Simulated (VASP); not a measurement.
HfO2, 18 atoms in the cell. The cell holds a wire with vacuum, 18 atoms: a = 13.100 Å, b = 12.900 Å, c = 8.736 Å, α = 90.00°, β = 90.00°, γ = 90.00°. 

- Program: VASP 6.6.1
- Task: single point
- Functional: PBEsol
- Potentials or basis: VASP PAW PBE potentials, release 64 (Hf_pv, O)
- Cutoff: 520 eV
- k mesh: 1 × 1 × 4
- Occupations: gaussian, width 0.05 eV
- Spin: no spin polarisation
- Dipole correction: no
- Further INCAR settings: LREAL = Auto; ALGO = Normal; EDIFF = 1e-06; NBANDS = 81

Potentials or basis: VASP PAW PBE potentials, release 64 (Hf_pv, O).

Launch:

```bash
$ cat potpaw_PBE.64/Hf_pv/POTCAR potpaw_PBE.64/O/POTCAR > POTCAR
$ mpirun -np 1 vasp_std > vasp.out
```

Hardware: 1 thread of Intel(R) Xeon(R) Platinum 8488C (Sapphire Rapids), with other jobs on the host.

Question: How long does it take, and how much memory?

Answer: Run time: 12 min on 1 thread of Intel(R) Xeon(R) Platinum 8488C (Sapphire Rapids), on a shared host, peak memory 1.3 GiB. Counts: scf iterations 27, k points 3.
